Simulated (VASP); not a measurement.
# GdN (Fm-3m) in VASP: further runs, part 2 of 2

VASP 6.6.1.

### 3 Single point, PBE, collinear spin, ferromagnetic start (15.15 Å³/atom)

This run uses another cell than the first one, of 15.15 Å³/atom.

The input, INCAR:

```
SYSTEM = GdN
ALGO = Normal
EDIFF = 1E-6
ENCUT = 520
GGA = PE
ISIF = 2
ISMEAR = -1
ISPIN = 2
LASPH = .TRUE.
LCHARG = .FALSE.
LMAXMIX = 6
LORBIT = 11
LREAL = .FALSE.
LWAVE = .FALSE.
MAGMOM = 7 0
NBANDS = 22
NELM = 150
PREC = Accurate
SIGMA = 0.05
```

The input, KPOINTS:

```
k-points
0
G
  13 13 13
  0 0 0
```

The input, POSCAR:

```
GdN
1.0
    0.0000000000      2.4742507990      2.4742507990
    2.4742507990      0.0000000000      2.4742507990
    2.4742507990      2.4742507990      0.0000000000
Gd N
1 1
Direct
    0.0000000000      0.0000000000      0.0000000000
    0.5000000000      0.5000000000      0.5000000000
```

Potentials or basis: VASP PAW PBE potentials, release 64 (Gd, N).

Started as:

```bash
> cat potpaw_PBE.64/Gd/POTCAR potpaw_PBE.64/N/POTCAR > POTCAR
> mpirun -np 1 vasp_std > vasp.out
```

OUTCAR:

```text
SYSTEM = GdN
   EDIFF = 1E-6
   ENCUT = 520
   GGA = PE
   ISIF = 2
   ISMEAR = -1
   ISPIN = 2
   LASPH = .TRUE.
   LORBIT = 11
   LREAL = .FALSE.
   NELM = 150
   PREC = Accurate

 ion  position               nearest neighbor table
   1  0.000  0.000  0.000-   2 2.47   2 2.47   2 2.47   2 2.47   2 2.47   2 2.47
   2  0.500  0.500  0.500-   1 2.47   1 2.47   1 2.47   1 2.47   1 2.47   1 2.47

  LATTYP: Found a face centered cubic cell.
 ALAT       =     4.9485015980

  Lattice vectors:

 A1 = (   0.0000000000,   2.4742507990,   2.4742507990)
 A2 = (   2.4742507990,   0.0000000000,   2.4742507990)
 A3 = (   2.4742507990,   2.4742507990,   0.0000000000)

Analysis of symmetry for initial positions (statically):
=====================================================================
 Subroutine PRICEL returns:
 Original cell was already a primitive cell.

 Routine SETGRP: Setting up the symmetry group for a
 face centered cubic supercell.

 Subroutine GETGRP returns: Found 48 space group operations
 (whereof 48 operations were pure point group operations)
 out of a pool of 48 trial point group operations.

The static configuration has the point symmetry O_h .

Analysis of symmetry for dynamics (positions and initial velocities):
=====================================================================
 Subroutine PRICEL returns:
 Original cell was already a primitive cell.

 Routine SETGRP: Setting up the symmetry group for a
 face centered cubic supercell.

 Subroutine GETGRP returns: Found 48 space group operations
 (whereof 48 operations were pure point group operations)
 out of a pool of 48 trial point group operations.

The dynamic configuration has the point symmetry O_h .

Analysis of structural, dynamic, and magnetic symmetry:
=====================================================================
 Subroutine PRICEL returns:
 Original cell was already a primitive cell.

 Routine SETGRP: Setting up the symmetry group for a
 face centered cubic supercell.

 Subroutine GETGRP returns: Found 48 space group operations
 (whereof 48 operations were pure point group operations)
 out of a pool of 48 trial point group operations.

The overall configuration has the point symmetry O_h .

 Subroutine INISYM returns: Found 48 space group operations
 (whereof 48 operations are pure point group operations),
 and found     1 'primitive' translations

----------------------------------------------------------------------------------------

                                     Primitive cell

  volume of cell :      30.2943

  direct lattice vectors                    reciprocal lattice vectors
     0.000000000  2.474250799  2.474250799    -0.202081374  0.202081374  0.202081374
     2.474250799  0.000000000  2.474250799     0.202081374 -0.202081374  0.202081374
     2.474250799  2.474250799  0.000000000     0.202081374  0.202081374 -0.202081374

  length of vectors
     3.499119037  3.499119037  3.499119037     0.350015206  0.350015206  0.350015206

  position of ions in fractional coordinates (direct lattice)
     0.000000000  0.000000000  0.000000000
     0.500000000  0.500000000  0.500000000

  ion indices of the primitive-cell ions
[... 56 lines left out ...]
 [... further k-points ...]
   k-points           NKPTS =     84   k-points in BZ     NKDIM =     84   number of bands    NBANDS=     22
   number of dos      NEDOS =    301   number of ions     NIONS =      2
   total plane-waves  NPLWV =  21952
   dimension x,y,z NGX =    28 NGY =   28 NGZ =   28
   dimension x,y,z NGXF=    56 NGYF=   56 NGZF=   56
   ions per type =               1   1
   NGX,Y,Z   is equivalent  to a cutoff of  13.30, 13.30, 13.30 a.u.
   NGXF,Y,Z  is equivalent  to a cutoff of  26.61, 26.61, 26.61 a.u.
 SYSTEM =  GdN
   PREC   = accura    normal or accurate (medium, high low for compatibility)
   ISTART =      0    job   : 0-new  1-cont  2-samecut
   ICHARG =      2    charge: 1-file 2-atom 10-const
   ISPIN  =      2    spin polarized calculation?
   LNONCOLLINEAR =      F non collinear calculations
   LSORBIT =      F    spin-orbit coupling
   LASPH  =      T    aspherical Exc in radial PAW
   ENCUT  =  520.0 eV  38.22 Ry    6.18 a.u.   6.51  6.51  6.51*2*pi/ulx,y,z
   NELM   =    150;   NELMIN=  2; NELMDL= -5     # of ELM steps
   EDIFF  = 0.1E-05   stopping-criterion for ELM
   LREAL  =      F    real-space projection
[... 7 lines left out ...]
   TEBEG  =    0.0;   TEEND  =   0.0 temperature during run
   PSTRESS=    0.0 pullay stress
   NELECT =      23.0000    total number of electrons
   NUPDOWN=      -1.0000    fix difference up-down
   EMIN   =  10.00;   EMAX   =-10.00  energy-range for DOS
   EFERMI =   0.00;   METHOD = LEGACY
   ISMEAR =    -1;   SIGMA  =   0.05  broadening in eV -4-tet -1-fermi 0-gaus
   EFERMI_NEDOS =   21; number of points for ismear=-14 and -15
   IALGO  =     38    algorithm
   IMIX   =      4    mixing-type and parameters
     AMIX     =   0.40;   BMIX     =  1.00
     AMIX_MAG =   1.60;   BMIX_MAG =  1.00
  volume/ion in A,a.u.               =      15.15       102.22
  Fermi-wavevector in a.u.,A,eV,Ry     =   1.493472  2.822253 30.347228  2.230458
  Thomas-Fermi vector in A             =   2.605868
   LORBIT       =     11    0 simple, 1 ext, 2 COOP (PROOUT), +10 PAW based schemes
   GGA     = PE    functional components
   LHFCALC =     F    Hartree Fock is set to
   AEXX    =    0.0000 exact exchange contribution
   IVDW    =     0    specifies the selected vdW correction
   LEPSILON=     F    determine dielectric tensor
   LRPA    =     F    only Hartree local field effects (RPA)
 spin polarized calculation
  energy-cutoff  :      520.00
  volume of cell :       30.29
 maximum number of plane-waves:       869
 NGX is ok and might be reduce to    28
   NGX = 13   NGY = 13   NGZ = 13

 number of electron      23.0000004 magnetization       6.9991423

 Free energy of the ion-electron system (eV)
  ---------------------------------------------------
  ext. energy  EPLUGINS =         0.00000000
  ---------------------------------------------------
  free energy    TOTEN  =       -23.20907823 eV

  energy without entropy =      -23.20849545  energy(sigma->0) =      -23.20878684

 E-fermi :   4.1366     XC(G=0): -11.6981

 val. band max:        4.0619304816   @ k =   0.0769   0.0000   0.0000
 cond. band min:       4.1548006341   @ k =   0.0769   0.0769   0.0000
 fundamental gap:      0.0928701526
 Fermi energy:         4.1366160047

 spin component 1

 k-point     1 :       0.0000    0.0000    0.0000
  band No.  band energies     occupation
      1     -39.6394      1.00000
      2     -16.6165      1.00000
      3     -16.6165      1.00000
      4     -16.6165      1.00000
      5      -9.0698      1.00000
      6       0.4883      1.00000
[... 589 lines left out ...]
     21      14.2346      0.00000
     22      16.8589      0.00000

 [... further k-points ...]

 spin component 2

 k-point     1 :       0.0000    0.0000    0.0000
  band No.  band energies     occupation
      1     -36.5467      1.00000
      2     -14.3698      1.00000
      3     -14.3698      1.00000
      4     -14.3698      1.00000
      5      -9.0563      1.00000
      6       3.1600      1.00000
[... 589 lines left out ...]
     21      15.1681      0.00000
     22      17.9071      0.00000

 [... further k-points ...]
[... 5 lines left out ...]
  --------------------------------------------------------------------------------------
  -------------------------------------------------------------------------------------
  Total        0.6247665      0.6247665      0.6247665      0.0000000      0.0000000      0.0000000
  in kB       33.0420624     33.0420624     33.0420624      0.0000000      0.0000000      0.0000000
  external PRESSURE =      33.0420624 kB  Pullay stress =       0.0000000 kB

 VOLUME and BASIS-vectors are now :
 -----------------------------------------------------------------------------
  energy-cutoff  :      520.00
  volume of cell :       30.29
      direct lattice vectors                 reciprocal lattice vectors
     0.000000000  2.474250799  2.474250799    -0.202081374  0.202081374  0.202081374
     2.474250799  0.000000000  2.474250799     0.202081374 -0.202081374  0.202081374
     2.474250799  2.474250799  0.000000000     0.202081374  0.202081374 -0.202081374

 POSITION                                       TOTAL-FORCE (eV/Angst)
 -----------------------------------------------------------------------------------
      0.00000      0.00000      0.00000        -0.000000      0.000000     -0.000000
      2.47425      2.47425      2.47425         0.000000     -0.000000      0.000000
 -----------------------------------------------------------------------------------
    total drift:                                0.000000      0.000000      0.000000

  FREE ENERGIE OF THE ION-ELECTRON SYSTEM (eV)
  ---------------------------------------------------
  free  energy   TOTEN  =       -23.2090782297 eV

  energy  without entropy=      -23.2084954461  energy(sigma->0) =      -23.20878684

 total charge

# of ion       s       p       d       f       tot
--------------------------------------------------
    1        2.035   5.667   0.547   6.998  15.247
    2        1.251   2.394   0.000   0.000   3.645
--------------------------------------------------
tot          3.286   8.061   0.547   6.998  18.893

 magnetization (x)

# of ion       s       p       d       f       tot
--------------------------------------------------
    1       -0.005  -0.080   0.086   6.803   6.803
    2       -0.007  -0.080   0.000   0.000  -0.087
--------------------------------------------------
tot         -0.013  -0.160   0.086   6.803   6.716
```

stdout:

```text
POSCAR found type information on POSCAR GdN
 POSCAR found :  2 types and       2 ions
 scaLAPACK will be used
 LDA part: xc-table for (Slater+PW92), standard interpolation
 POSCAR, INCAR and KPOINTS ok, starting setup
 FFT: planning ... GRIDC
 FFT: planning ... GRID_SOFT
 FFT: planning ... GRID
 WAVECAR not read
 entering main loop
```

Run time: 2.9 min. Hardware: 1 thread of AMD EPYC 9R45 (Zen 5), shared host; peak memory 0.23 GiB.

Results:

| Item | Value |
| --- | --- |
| Free energy | -23.2091 eV |
| Pressure | 3.3 GPa |
| Band gap on the k mesh | zero (filled and empty bands overlap) |
| Net moment | 7.00 μB per cell |
| Site moments | Gd +6.80; N -0.09 μB |
| Valence electrons inside the program's atomic spheres | Gd 15.25; N 3.65 |

Levels at points of the mesh, in eV from the Fermi level:
Spin up:
| k point | band 12 | band 13 | band 14 | band 15 | band 16 | band 17 | band 18 | band 19 |
| --- | --- | --- | --- | --- | --- | --- | --- | --- |
| (0.00, 0.00, 0.00) | -3.21 | 0.20 | 0.20 | 0.20 | 2.43 | 2.43 | 2.43 | 3.30 |
Spin down:
| k point | band 6 | band 7 | band 8 | band 9 | band 10 | band 11 |
| --- | --- | --- | --- | --- | --- | --- |
| (0.00, 0.00, 0.00) | -0.98 | -0.98 | -0.98 | 1.67 | 2.24 | 2.24 |

Caveat: the cell stands under pressure; spin-orbit coupling is left out, which moves the levels of the heavy elements; a cell with one magnetic atom can't hold antiferromagnetic order, which such compounds often take; semilocal functionals describe open f shells poorly, which spoils levels, moments and volumes. The state reached can hang on the start; a lower one may exist.

### 4 Single point, PBE, collinear spin, ferromagnetic start (16.08 Å³/atom)

This run uses another cell than the first one, of 16.08 Å³/atom.

The input, INCAR:

```
SYSTEM = GdN
ALGO = Normal
EDIFF = 1E-6
ENCUT = 520
GGA = PE
ISIF = 2
ISMEAR = -1
ISPIN = 2
LASPH = .True.
LCHARG = .True.
LELF = .True.
LMAXMIX = 6
LORBIT = 11
LREAL = .False.
LVHAR = .True.
LWAVE = .False.
MAGMOM = 7 0
NBANDS = 22
NELM = 150
PREC = Accurate
SIGMA = 0.05
```

The input, KPOINTS:

```
k-points
0
Gamma
  13 13 13
  0 0 0
```

The input, POSCAR:

```
GdN
1.0
    0.0000000000      2.5242491343      2.5242491343
    2.5242491343      0.0000000000      2.5242491343
    2.5242491343      2.5242491343      0.0000000000
Gd N
1 1
Direct
    0.0000000000      0.0000000000      0.0000000000
    0.5000000000      0.5000000000      0.5000000000
```

Potentials or basis: VASP PAW PBE potentials, release 64 (Gd, N).

Started as:

```bash
> cat potpaw_PBE.64/Gd/POTCAR potpaw_PBE.64/N/POTCAR > POTCAR
> mpirun -np 1 vasp_std > vasp.out
```

OUTCAR:

```text
SYSTEM = GdN
   EDIFF = 1E-6
   ENCUT = 520
   GGA = PE
   ISIF = 2
   ISMEAR = -1
   ISPIN = 2
   LASPH = .True.
   LORBIT = 11
   LREAL = .False.
   NELM = 150
   PREC = Accurate

 ion  position               nearest neighbor table
   1  0.000  0.000  0.000-   2 2.52   2 2.52   2 2.52   2 2.52   2 2.52   2 2.52
   2  0.500  0.500  0.500-   1 2.52   1 2.52   1 2.52   1 2.52   1 2.52   1 2.52

  LATTYP: Found a face centered cubic cell.
 ALAT       =     5.0484982686

  Lattice vectors:

[... 1415 lines left out ...]

 VOLUME and BASIS-vectors are now :
 -----------------------------------------------------------------------------
  energy-cutoff  :      520.00
  volume of cell :       32.17
      direct lattice vectors                 reciprocal lattice vectors
     0.000000000  2.524249134  2.524249134    -0.198078705  0.198078705  0.198078705
     2.524249134  0.000000000  2.524249134     0.198078705 -0.198078705  0.198078705
     2.524249134  2.524249134  0.000000000     0.198078705  0.198078705 -0.198078705

 POSITION                                       TOTAL-FORCE (eV/Angst)
 -----------------------------------------------------------------------------------
      0.00000      0.00000      0.00000        -0.000000     -0.000000     -0.000000
      2.52425      2.52425      2.52425         0.000000      0.000000      0.000000
 -----------------------------------------------------------------------------------
    total drift:                                0.000000      0.000000      0.000000

  FREE ENERGIE OF THE ION-ELECTRON SYSTEM (eV)
  ---------------------------------------------------
  free  energy   TOTEN  =       -23.1977099895 eV

  energy  without entropy=      -23.1972246631  energy(sigma->0) =      -23.19746733

 total charge

# of ion       s       p       d       f       tot
--------------------------------------------------
    1        2.032   5.655   0.509   7.000  15.196
    2        1.248   2.365   0.000   0.000   3.613
--------------------------------------------------
tot          3.280   8.020   0.509   7.000  18.809

 magnetization (x)

# of ion       s       p       d       f       tot
--------------------------------------------------
    1       -0.006  -0.082   0.079   6.812   6.804
    2       -0.007  -0.074   0.000   0.000  -0.081
--------------------------------------------------
tot         -0.012  -0.156   0.079   6.812   6.723
```

OSZICAR:

```text
N       E                     dE             d eps       ncg     rms          rms(c)
DAV:   1     0.130018084856E+03    0.13002E+03   -0.84014E+03 10332   0.560E+03
DAV:   2    -0.507496362940E+01   -0.13509E+03   -0.11677E+03 10228   0.439E+02
DAV:   3    -0.220048940524E+02   -0.16930E+02   -0.16476E+02 10862   0.114E+02
[... 25 lines left out ...]
DAV:  29    -0.231977245959E+02   -0.74077E-04   -0.79695E-04  9700   0.164E-01    0.545E-01
DAV:  30    -0.231977200953E+02    0.45006E-05   -0.73422E-05 12764   0.177E-01    0.346E-01
DAV:  31    -0.231977263274E+02   -0.62321E-05   -0.99920E-06 12558   0.456E-02    0.165E-01
DAV:  32    -0.231977134580E+02    0.12869E-04   -0.86427E-06  9476   0.145E-01    0.112E-01
DAV:  33    -0.231977095938E+02    0.38642E-05   -0.40408E-05  9256   0.347E-01    0.314E-02
DAV:  34    -0.231977099895E+02   -0.39571E-06   -0.63247E-06 12012   0.546E-02
   1 F= -.23197710E+02 E0= -.23197467E+02  d E =-.485326E-03  mag=     6.9997
```

Wall time 3 min (1 thread of AMD EPYC 9R45 (Zen 5), shared host); peak memory 0.23 GiB.

Results:

| Property | Result |
| --- | --- |
| Free energy | -23.1977 eV |
| Pressure | -5.2 GPa |
| Band gap on the k mesh | zero (filled and empty bands overlap) |
| Net moment | 7.00 μB per cell |
| Site moments | Gd +6.80; N -0.08 μB |
| Valence electrons inside the program's atomic spheres | Gd 15.20; N 3.61 |

Caveat: the cell stands under tension; spin-orbit coupling is left out, which moves the levels of the heavy elements; a cell with one magnetic atom can't hold antiferromagnetic order, which such compounds often take; semilocal functionals describe open f shells poorly, which spoils levels, moments and volumes. The state reached can hang on the start; a lower one may exist.

### 5 Single point, PBE, collinear spin, ferromagnetic start (16.55 Å³/atom)

This run uses another cell than the first one, of 16.55 Å³/atom.

The input, INCAR:

```
SYSTEM = GdN
ALGO = Normal ; EDIFF = 1E-6
ENCUT = 520 ; GGA = PE
ISIF = 2 ; ISMEAR = -1
ISPIN = 2 ; LASPH = .TRUE.
LCHARG = .FALSE. ; LMAXMIX = 6
LORBIT = 11 ; LREAL = .FALSE.
LWAVE = .FALSE. ; MAGMOM = 7 0
NBANDS = 22 ; NELM = 150
PREC = Accurate ; SIGMA = 0.05
```

The input, KPOINTS:

```
k-points
0
G
  13 13 13
  0 0 0
```

The input, POSCAR:

```
GdN
1.0
    0.0000000000      2.5485222496      2.5485222496
    2.5485222496      0.0000000000      2.5485222496
    2.5485222496      2.5485222496      0.0000000000
Gd N
1 1
Direct
    0.0000000000      0.0000000000      0.0000000000
    0.5000000000      0.5000000000      0.5000000000
```

Started as:

```bash
> cat potpaw_PBE.64/Gd/POTCAR potpaw_PBE.64/N/POTCAR > POTCAR
> mpirun -np 1 vasp_std > vasp.out
```

Wall time 3.4 min (1 thread of AMD EPYC 9R45 (Zen 5), shared host); peak memory 0.23 GiB.

Results (log left out):

```yaml
Free_energy: -23.1580 eV
Pressure: -8.6 GPa
Band_gap_on_the_k_mesh: zero (filled and empty bands overlap)
Net_moment: 7.00 μB per cell
Site_moments: Gd +6.80; N -0.08 μB
Valence_electrons_inside_the_program's_atomic_spheres: Gd 15.17; N 3.60
```

Levels at points of the mesh, in eV from the Fermi level:
Spin up:
| k point | band 11 | band 12 | band 13 | band 14 | band 15 | band 16 | band 17 | band 18 | band 19 | band 20 |
| --- | --- | --- | --- | --- | --- | --- | --- | --- | --- | --- |
| (0.00, 0.00, 0.00) | -3.48 | -3.48 | 0.15 | 0.15 | 0.15 | 2.42 | 2.42 | 2.42 | 2.67 | 4.38 |
Spin down:
```
           k point  band 4  band 5  band 6  band 7  band 8  band 9  band 10  band 11  band 12  band 13
(0.00, 0.00, 0.00)  -18.81  -12.88   -0.82   -0.82   -0.82    1.50     1.96     1.96     1.96     2.53
```

Caveat: the cell stands under tension; spin-orbit coupling is left out, which moves the levels of the heavy elements; a cell with one magnetic atom can't hold antiferromagnetic order, which such compounds often take; semilocal functionals describe open f shells poorly, which spoils levels, moments and volumes. The state reached can hang on the start; a lower one may exist.

### 6 Summary

| cell | gap on the mesh (eV) | pressure (GPa) | moment (μB) |
| --- | --- | --- | --- |
| a = 3.463 Å, angles 60.0°, 2 atoms | none | 8.7 | 7.00 |
| a = 3.499 Å, angles 60.0°, 2 atoms | none | 3.3 | 7.00 |
| a = 3.570 Å, angles 60.0°, 2 atoms | none | -5.2 | 7.00 |
| a = 3.604 Å, angles 60.0°, 2 atoms | none | -8.6 | 7.00 |

Alike in all rows: task single point; level PBE; potentials or basis VASP PAW PBE potentials, release 64 (Gd, N); spin collinear, ferromagnetic start; k mesh 13 × 13 × 13; cutoff (eV) 520; smearing fermi-dirac 0.05 eV.

Caveats: spin-orbit coupling is left out, which moves the levels of the heavy elements; a cell with one magnetic atom can't hold antiferromagnetic order, which such compounds often take; semilocal functionals describe open f shells poorly, which spoils levels, moments and volumes; the cell stands under pressure (at least some runs); the cell stands under tension (at least some runs).

Total energies depend on the potentials used, so only differences within one code and one set of settings carry meaning.
